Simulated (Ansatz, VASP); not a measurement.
**In3GaP4: VASP beside Ansatz**

File INCAR:

```
ALGO     = Fast           # electronic algorithm
EDIFF    = 1E-6           # SCF threshold, eV
EDIFFG   = -0.01          # ionic threshold
ENCUT    = 600            # plane-wave cutoff, eV
GGA      = PE             # functional
IBRION   = 2              # ionic algorithm
ISIF     = 3              # what is computed and relaxed
ISMEAR   = 0              # smearing method
LASPH    = True           # aspherical terms in the spheres
LCHARG   = False          # write CHGCAR
LREAL    = False          # projectors in reciprocal space
LWAVE    = False          # write WAVECAR
NELM     = 80             # most SCF steps
NSW      = 100            # ionic steps
PREC     = Accurate       # precision mode
SIGMA    = 0.1            # smearing width, eV
```

KPOINTS

```
k-points
0
Gamma
  10 10 4
```

Contents of POSCAR:

```
In3GaP4
1.0
    3.9307962774      0.0000000000      0.0000000000
    0.0000000000      3.9307962774      0.0000000000
    0.0000000000      0.0000000000     10.5919364552
In Ga P
3 1 4
Direct
    0.0000000000      0.0000000000      0.7455074411
    0.5000000000      0.5000000000      0.0000000000
    0.0000000000      0.0000000000      0.2544925589
    0.5000000000      0.5000000000      0.5000000000
    0.0000000000      0.0000000000      0.0000000000
    0.5000000000      0.5000000000      0.2692771776
    0.0000000000      0.0000000000      0.5000000000
    0.5000000000      0.5000000000      0.7307228224
```

Input for Ansatz:

```yaml
crystal:
  lattice:
    - [3.9307962774, 0.0, 0.0]
    - [0.0, 3.9307962774, 0.0]
    - [0.0, 0.0, 10.5919364552]
  atoms:
    - { symbol: In, position: [0.0, 0.0, 0.7455074411] }
    - { symbol: In, position: [0.5, 0.5, 0.0] }
    - { symbol: In, position: [0.0, 0.0, 0.2544925589] }
    - { symbol: Ga, position: [0.5, 0.5, 0.5] }
    - { symbol: P, position: [0.0, 0.0, 0.0] }
    - { symbol: P, position: [0.5, 0.5, 0.2692771776] }
    - { symbol: P, position: [0.0, 0.0, 0.5] }
    - { symbol: P, position: [0.5, 0.5, 0.7307228224] }
basis:
  ecutwfc: 420
kpoints:
  mp_grid: { grid: [10, 10, 4] }
hamiltonian:
  xc: pbe
scf:
  occupations: { method: gaussian, width: 0.1 }
output:
  forces: true
  stress: true
  eigenvalues: true
  write_density: true
  write_potential: true
  elf: true
  volumetric_format: npy
relax:
  adjacent_minimum: "off"
  f_tol: 0.01
  max_steps: 80
  cell: { stress_tol: 0.05 }
```

Alike in both runs: task relaxation of cell and atoms; functional PBE; k mesh 10 × 10 × 4; occupations gaussian, width 0.1 eV; no spin polarisation.

```csv
,VASP,Ansatz
version,VASP 6.6.1,Ansatz 0.2.0
potentials or method,"VASP PAW PBE potentials, release 64 (In_d, Ga_d, P), cutoff 600 eV","scalar-relativistic, plane waves, PAW"
valence electrons in the cell,72,72
```

```tsv
	VASP	Ansatz	Ansatz less VASP
gap on the k mesh at the Fermi level, each at its own relaxed structure (eV)	none	none	-
relaxed volume (Å³/atom)	20.36	20.34	-0.017
relaxed length of the cell vector where the two differ most in proportion (Å)	3.868	3.867	-0.0017
```

A gap of «none» marks a metal or a gap that the smearing closes.
